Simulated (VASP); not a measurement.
A run of VASP 6.6.1:

INCAR

```
SYSTEM = Lu
ALGO = Normal
EDIFF = 1E-7
ENCUT = 520
GGA = PE
ISIF = 2
ISMEAR = 1
LASPH = .True.
LCHARG = .True.
LELF = .True.
LREAL = .False.
LVHAR = .True.
LWAVE = .False.
NBANDS = 32
NELM = 60
PREC = Accurate
SIGMA = 0.03
```

KPOINTS

```
k-points
0
Gamma
  10 10 6
  0 0 0
```

File POSCAR:

```
Lu
1.0
    3.5070808964      0.0000000000      0.0000000000
   -1.7535404482      3.0372211494      0.0000000000
    0.0000000000      0.0000000000      5.4772888711
Lu
2
Direct
    0.3333333333      0.6666666667      0.2500000000
    0.6666666667      0.3333333333      0.7500000000
```

Potentials or basis: VASP PAW PBE potentials, release 64 (Lu).

Run with:

```sh
$ cat potpaw_PBE.64/Lu/POTCAR > POTCAR
$ mpirun -np 1 vasp_std > vasp.out
```

Hardware: 1 thread of Intel(R) Xeon(R) 6975P-C (Granite Rapids) (shared host).

Question: Estimate the wall time of this run.

Answer: It took 110 s on 1 thread of Intel(R) Xeon(R) 6975P-C (Granite Rapids), with other jobs on the host, peak memory 0.23 GiB. Counts: scf iterations 14, k points 56.
